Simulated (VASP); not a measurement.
Write the native input for VASP 6.6.1 that does the following.

```
Task                   : single point
Functional             : r2SCAN
Potentials or basis    : VASP PAW PBE potentials, release 64 (Mg, S)
Cutoff                 : 520 eV
k mesh                 : 2 × 2 × 2
Occupations            : fermi-dirac, width 0.112 eV
Spin                   : no spin polarisation
Dipole correction      : no
Further INCAR settings : LREAL = Auto; ALGO = Normal; EDIFF = 1e-06; NBANDS = 46
```

The system is MgS.

```
Mg S
1.0
     6.52563    0.00000    0.00000
     0.00000    6.52563    0.00000
     0.00000    0.00000    6.52563
Mg S
8 8
Direct
  0.00328 0.00838 0.99367
  0.00716 0.98293 0.50800
  0.99027 0.49867 0.99055
  0.00987 0.51341 0.50447
  0.49426 0.98866 0.01631
  0.50045 0.01587 0.51658
  0.48654 0.48837 0.99259
  0.49841 0.48391 0.48303
  0.24919 0.25387 0.25854
  0.25462 0.25792 0.74205
  0.25455 0.75991 0.24680
  0.22761 0.75429 0.74102
  0.75981 0.24362 0.24138
  0.74879 0.25177 0.75285
  0.74644 0.74572 0.24904
  0.76640 0.74791 0.76438
```

One way to write it, as run:

POSCAR

```
MgS
1.0
    6.5256348140      0.0000000000      0.0000000000
    0.0000000000      6.5256348140      0.0000000000
    0.0000000000      0.0000000000      6.5256348140
Mg S
8 8
Direct
    0.0032796809      0.0083815600     -0.0063285797
    0.0071576178     -0.0170696037      0.5080017645
   -0.0097296281      0.4986687261     -0.0094495021
    0.0098673925      0.5134148777      0.5044704606
    0.4942628713     -0.0113408124      0.0163081452
    0.5004464842      0.0158698737      0.5165826921
    0.4865376458      0.4883667399     -0.0074086279
    0.4984069892      0.4839144528      0.4830273360
    0.2491863315      0.2538716994      0.2585356135
    0.2546212050      0.2579189685      0.7420452014
    0.2545491814      0.7599050730      0.2468043410
    0.2276147903      0.7542863093      0.7410200138
    0.7598063853      0.2436224284      0.2413757504
    0.7487905988      0.2517709076      0.7528547245
    0.7464429345      0.7457197865      0.2490382999
    0.7663959358      0.7479109909      0.7643811127
```

INCAR.step1

```
PREC = Accurate ; ENCUT = 520
ISMEAR = -1 ; SIGMA = 0.112
LREAL = Auto ; LASPH = True
NELM = 100 ; NBANDS = 46
GGA = PE ; ALGO = Normal
EDIFF = 1E-4 ; LWAVE = True
LCHARG = False
```

INCAR.step2

```
PREC = Accurate ; ENCUT = 520
EDIFF = 1E-6 ; ISMEAR = -1
SIGMA = 0.112 ; LREAL = Auto
LASPH = True ; NELM = 100
ALGO = Normal ; ISIF = 2
LWAVE = False ; LCHARG = True
METAGGA = R2SCAN ; LMIXTAU = True
LELF = True ; LVHAR = True
NBANDS = 46 ; ISTART = 1
```

KPOINTS

```
regular mesh
0
Gamma
  2 2 2
```

Potentials or basis: VASP PAW PBE potentials, release 64 (Mg, S).

The run is started by

```console
$ cat potpaw_PBE.64/Mg/POTCAR potpaw_PBE.64/S/POTCAR > POTCAR
$ cp INCAR.step1 INCAR
$ mpirun -np 1 vasp_std > vasp.out
$ cp INCAR.step2 INCAR
$ mpirun -np 1 vasp_std > vasp.out
```

Results of the run:

```yaml
Pressure: 0.4 GPa
Largest_force: 1.280 eV/Å
Band_gap_on_the_k_mesh: 0.10 eV, direct
```

Caveat: the k points lie up to 0.48 Å⁻¹ apart; the PAW data sets were made with another functional, which shifts forces and pressure a little.

Wall time 7.1 min on 1 thread of Intel(R) Xeon(R) Platinum 8259CL CPU @ 2.50GHz (Skylake/Cascade Lake), on a shared host, peak memory 0.39 GiB.
